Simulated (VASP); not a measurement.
# B3P4Ir (P-43m) in VASP: further runs, part 2 of 2

VASP 6.6.1.

## Step 5: Relaxation of cell and atoms, PBE

This run uses another cell than the first one, of 13.64 Å³/atom, 1.012 times its volume.

The input, INCAR:

```
SYSTEM = B3P4Ir
ALGO = Normal
EDIFF = 1E-6
EDIFFG = -0.04
ENCUT = 600
GGA = PE
IBRION = 2
ISIF = 3
ISMEAR = 0
LASPH = .TRUE.
LCHARG = .FALSE.
LREAL = .FALSE.
LWAVE = .FALSE.
NELM = 100
NSW = 90
PREC = Accurate
SIGMA = 0.1
```

The input, KPOINTS:

```
k-points
0
G
  4 4 4
  0 0 0
```

The input, POSCAR:

```
B3P4Ir
1.0
    4.7787143800      0.0000000000      0.0000000000
    0.0000000000      4.7787143800      0.0000000000
    0.0000000000      0.0000000000      4.7787143800
B P Ir
3 4 1
Direct
    0.0000000000      0.5000000000      0.5000000000
    0.5000000000      0.5000000000      0.0000000000
    0.5000000000      0.0000000000      0.5000000000
    0.2526776800      0.7473223200      0.7473223200
    0.7473223200      0.7473223200      0.2526776800
    0.7473223200      0.2526776800      0.7473223200
    0.2526776800      0.2526776800      0.2526776800
    0.0000000000      0.0000000000      0.0000000000
```

Run with:

```sh
$ cat potpaw_PBE.64/B/POTCAR potpaw_PBE.64/P/POTCAR potpaw_PBE.64/Ir/POTCAR > POTCAR
$ mpirun -np 1 vasp_std > vasp.out
```

Run time: 2.2 min. Hardware: 1 thread of AMD EPYC 9R45 (Zen 5), shared host; peak memory 0.24 GiB.

It converged, with:

```
Free energy                            : -51.6198 eV
Relaxed volume                         : 13.46 Å³/atom
Relaxed cell                           : a = 4.757 Å, b = 4.757 Å, c = 4.757 Å, α = 90.00°, β = 90.00°, γ = 90.00°
Space group after relaxing (to 0.05 Å) : P-43m (No. 215)
Energy gained by relaxing              : 136.5 meV/atom
Ionic steps                            : 8
Pressure after relaxing                : 0.0 GPa
Band gap on the k mesh                 : zero (band 19 reaches 8.89 eV, above the bottom of band 20 at 7.57 eV)
```

Step by step:
| step | energy change (eV) | largest force (eV/Å) | pressure (GPa) | volume (Å³) |
| --- | --- | --- | --- | --- |
| 1 | 0.0000 | 4.5574 | 7.12 | 109.13 |
| 2 | -0.0555 | 2.2893 | -14.90 | 118.98 |
| 3 | -0.9441 | 0.3477 | -6.44 | 113.62 |
| 4 | -0.9447 | 0.4109 | -6.23 | 113.53 |
| 5 | -1.0854 | 0.0008 | 1.71 | 106.43 |
| 6 | -1.0914 | 0.0775 | 0.26 | 107.56 |
| 7 | -1.0917 | 0.0468 | -0.14 | 107.69 |
| 8 | -1.0918 | 0.0008 | 0.01 | 107.64 |

Final structure:
```yaml
crystal:
  lattice:
    - [4.75692, 0.00000, 0.00000]
    - [0.00000, 4.75692, 0.00000]
    - [0.00000, 0.00000, 4.75692]
  atoms:
    - { symbol: B, position: [0.00000, 0.50000, 0.50000] }
    - { symbol: B, position: [0.50000, 0.50000, 0.00000] }
    - { symbol: B, position: [0.50000, 0.00000, 0.50000] }
    - { symbol: P, position: [0.26899, 0.73101, 0.73101] }
    - { symbol: P, position: [0.73101, 0.73101, 0.26899] }
    - { symbol: P, position: [0.73101, 0.26899, 0.73101] }
    - { symbol: P, position: [0.26899, 0.26899, 0.26899] }
    - { symbol: Ir, position: [0.00000, 0.00000, 0.00000] }
```

Levels at points of the mesh, in eV from the Fermi level:
| k point | band 15 | band 16 | band 17 | band 18 | band 19 | band 20 | band 21 | band 22 | band 23 | band 24 |
| --- | --- | --- | --- | --- | --- | --- | --- | --- | --- | --- |
| (0.00, 0.00, 0.00) | -3.46 | -3.46 | -3.41 | -3.41 | 0.71 | 0.71 | 0.71 | 0.80 | 2.80 | 2.80 |
| (0.50, 0.00, 0.00) | -2.65 | -2.65 | -2.44 | -1.67 | -0.88 | 0.09 | 0.09 | 1.05 | 1.95 | 4.88 |
| (0.50, 0.50, 0.00) | -3.43 | -3.43 | -2.08 | -1.50 | -1.15 | 0.67 | 0.67 | 2.55 | 2.55 | 4.09 |
| (0.50, 0.50, 0.50) | -2.64 | -2.64 | -2.54 | -2.54 | 1.18 | 1.18 | 1.18 | 3.08 | 3.08 | 3.08 |

Caveat: spin-orbit coupling is left out, which moves the levels of the heavy elements.

## Step 6: Single point, PBE

The input, INCAR:

```
SYSTEM = B3P4Ir
PREC = Accurate ; ENCUT = 500
EDIFF = 1E-6 ; ISMEAR = 0
SIGMA = 0.1 ; LREAL = .False.
LASPH = .True. ; NELM = 120
ALGO = Normal ; ISIF = 2
LWAVE = .False. ; LCHARG = .True.
GGA = PE ; LELF = .True.
LVHAR = .True. ; NBANDS = 33
GGA_COMPAT = .False.
```

The input, KPOINTS:

```
regular mesh
0
Gamma
  4 4 4
  0 0 0
```

The input, POSCAR:

```
B3P4Ir
1.0
    4.7562483960      0.0000000000      0.0000000000
    0.0000000000      4.7562483960      0.0000000000
    0.0000000000      0.0000000000      4.7562483960
B P Ir
3 4 1
Direct
    0.0000000000      0.5000000000      0.5000000000
    0.5000000000      0.5000000000      0.0000000000
    0.5000000000      0.0000000000      0.5000000000
    0.2686153043      0.7313846957      0.7313846957
    0.7313846957      0.7313846957      0.2686153043
    0.7313846957      0.2686153043      0.7313846957
    0.2686153043      0.2686153043      0.2686153043
    0.0000000000      0.0000000000      0.0000000000
```

Potentials or basis: VASP PAW PBE potentials, release 64 (B, P, Ir_sv_GW).

Run with:

```sh
$ cat potpaw_PBE.64/B/POTCAR potpaw_PBE.64/P/POTCAR potpaw_PBE.64/Ir_sv_GW/POTCAR > POTCAR
$ mpirun -np 1 vasp_std > vasp.out
```

OUTCAR:

```text
SYSTEM = B3P4Ir
   PREC = Accurate
   ENCUT = 500
   EDIFF = 1E-6
   ISMEAR = 0
   LREAL = .False.
   LASPH = .True.
   NELM = 120
   ISIF = 2
   GGA = PE

 ion  position               nearest neighbor table
   1  0.000  0.500  0.500-   4 2.01   5 2.01   6 2.01   7 2.01
   2  0.500  0.500  0.000-   4 2.01   5 2.01   6 2.01   7 2.01
   3  0.500  0.000  0.500-   4 2.01   5 2.01   6 2.01   7 2.01
   4  0.269  0.731  0.731-   1 2.01   2 2.01   3 2.01   8 2.21
   5  0.731  0.731  0.269-   1 2.01   2 2.01   3 2.01   8 2.21
   6  0.731  0.269  0.731-   1 2.01   2 2.01   3 2.01   8 2.21
   7  0.269  0.269  0.269-   1 2.01   2 2.01   3 2.01   8 2.21
   8  0.000  0.000  0.000-   4 2.21   5 2.21   6 2.21   7 2.21

  LATTYP: Found a simple cubic cell.
[... 554 lines left out ...]
  in kB       -5.4124011     -5.4124011     -5.4124011      0.0000000      0.0000000      0.0000000
  external PRESSURE =      -5.4124011 kB  Pullay stress =       0.0000000 kB

 VOLUME and BASIS-vectors are now :
 -----------------------------------------------------------------------------
  energy-cutoff  :      500.00
  volume of cell :      107.60
      direct lattice vectors                 reciprocal lattice vectors
     4.756248396  0.000000000  0.000000000     0.210249742  0.000000000  0.000000000
     0.000000000  4.756248396  0.000000000     0.000000000  0.210249742  0.000000000
     0.000000000  0.000000000  4.756248396     0.000000000  0.000000000  0.210249742

 POSITION                                       TOTAL-FORCE (eV/Angst)
 -----------------------------------------------------------------------------------
      0.00000      2.37812      2.37812        -0.000000      0.000000     -0.000000
      2.37812      2.37812      0.00000         0.000000      0.000000     -0.000000
      2.37812      0.00000      2.37812         0.000000      0.000000     -0.000000
      1.27760      3.47865      3.47865         0.012817     -0.012817     -0.012817
      3.47865      3.47865      1.27760        -0.012817     -0.012817      0.012817
      3.47865      1.27760      3.47865        -0.012817      0.012817     -0.012817
      1.27760      1.27760      1.27760         0.012817      0.012817      0.012817
      0.00000      0.00000      0.00000        -0.000000      0.000000      0.000000
 -----------------------------------------------------------------------------------
    total drift:                                0.000000      0.000000      0.000000

  FREE ENERGIE OF THE ION-ELECTRON SYSTEM (eV)
  ---------------------------------------------------
  free  energy   TOTEN  =       -52.1971071478 eV

  energy  without entropy=      -52.1859594400  energy(sigma->0) =      -52.19153329
```

OSZICAR:

```text
N       E                     dE             d eps       ncg     rms          rms(c)
DAV:   1     0.200052522802E+03    0.20005E+03   -0.23365E+04   764   0.125E+03
DAV:   2    -0.445549457337E+02   -0.24461E+03   -0.23067E+03   831   0.274E+02
DAV:   3    -0.568566309613E+02   -0.12302E+02   -0.11882E+02   872   0.532E+01
DAV:   4    -0.570619569968E+02   -0.20533E+00   -0.20452E+00   848   0.646E+00
DAV:   5    -0.570676900602E+02   -0.57331E-02   -0.57311E-02   863   0.933E-01    0.747E+01
DAV:   6    -0.540721562297E+02    0.29955E+01   -0.46355E+01   736   0.296E+01    0.535E+01
DAV:   7    -0.523634828887E+02    0.17087E+01   -0.16162E+01   732   0.254E+01    0.299E+01
DAV:   8    -0.523612412430E+02    0.22416E-02   -0.21642E+00   727   0.707E+00    0.332E+00
DAV:   9    -0.521963546916E+02    0.16489E+00   -0.91908E-01   805   0.499E+00    0.190E+00
DAV:  10    -0.521998902091E+02   -0.35355E-02   -0.83766E-02   712   0.165E+00    0.166E+00
DAV:  11    -0.521976970925E+02    0.21931E-02   -0.59619E-03   830   0.410E-01    0.495E-01
DAV:  12    -0.521971365820E+02    0.56051E-03   -0.43480E-03   792   0.326E-01    0.228E-01
DAV:  13    -0.521971164694E+02    0.20113E-04   -0.27209E-04   806   0.978E-02    0.179E-01
DAV:  14    -0.521971066810E+02    0.97884E-05   -0.43305E-05   808   0.333E-02    0.252E-02
DAV:  15    -0.521971071478E+02   -0.46679E-06   -0.57868E-06   799   0.122E-02
   1 F= -.52197107E+02 E0= -.52191533E+02  d E =-.111477E-01
```

Run time: 39 s. Hardware: 1 thread of Intel Xeon Platinum 8259CL at 2.50GHz (Skylake/Cascade Lake), shared host; peak memory 0.21 GiB.

Results:

```yaml
Free_energy: -52.1971 eV
Pressure: -0.5 GPa
Largest_force: 0.022 eV/Å
Band_gap_on_the_k_mesh: zero (band 23 reaches 9.23 eV, above the bottom of band 24 at 7.91 eV)
```

Forces in eV/Å, atoms in the order of the input:
```
B    0.000  0.000  0.000
B    0.000  0.000  0.000
B    0.000  0.000  0.000
P    0.013 -0.013 -0.013
P   -0.013 -0.013  0.013
P   -0.013  0.013 -0.013
P    0.013  0.013  0.013
Ir   0.000  0.000  0.000
```

Levels at points of the mesh, in eV from the Fermi level:
```
           k point  band 19  band 20  band 21  band 22  band 23  band 24  band 25  band 26  band 27  band 28
(0.00, 0.00, 0.00)    -3.46    -3.46    -3.43    -3.43     0.71     0.71     0.71     0.82     2.80     2.80
(0.50, 0.00, 0.00)    -2.66    -2.66    -2.46    -1.69    -0.88     0.09     0.09     1.06     1.95     4.89
(0.50, 0.50, 0.00)    -3.45    -3.45    -2.10    -1.51    -1.16     0.68     0.68     2.56     2.56     4.12
(0.50, 0.50, 0.50)    -2.65    -2.65    -2.54    -2.54     1.19     1.19     1.19     3.09     3.09     3.09
```

Caveat: spin-orbit coupling is left out, which moves the levels of the heavy elements.

## Step 7: Overview

| task | potentials or basis | cell | k mesh | cutoff (eV) | second run | gap on the mesh (eV) | pressure (GPa) | relaxed volume (Å³/atom) | largest force (eV/Å) |
| --- | --- | --- | --- | --- | --- | --- | --- | --- | --- |
| single point | VASP PAW PBE potentials, release 64 (B, P, Ir) | a = 4.759 Å, 8 atoms | 8 × 8 × 8 | 520 | - | none | 0.1 | - | 0.06 |
| relaxation of cell and atoms | VASP PAW PBE potentials, release 64 (B, P, Ir) | relaxed from a = 4.756 Å, 8 atoms | 8 × 8 × 8 | 600 | - | none | 0.0 | 13.48 | - |
| single point | VASP PAW PBE potentials, release 64 (B, P, Ir) | a = 4.756 Å, 8 atoms | 4 × 4 × 4 | 520 | - | none | 0.2 | - | 0.09 |
| relaxation of cell and atoms | VASP PAW PBE potentials, release 64 (B, P, Ir) | relaxed from a = 4.779 Å, 8 atoms | 4 × 4 × 4 | 600 | - | none | 0.0 | 13.46 | - |
| single point | VASP PAW PBE potentials, release 64 (B, P, Ir_sv_GW) | a = 4.756 Å, 8 atoms | 4 × 4 × 4 | 500 | valence_matched | none | -0.5 | - | 0.02 |

Alike in all rows: level PBE; no spin polarisation; smearing gaussian 0.1 eV.

Caveats: spin-orbit coupling is left out, which moves the levels of the heavy elements.

Total energies depend on the potentials used, so only differences within one code and one set of settings carry meaning.
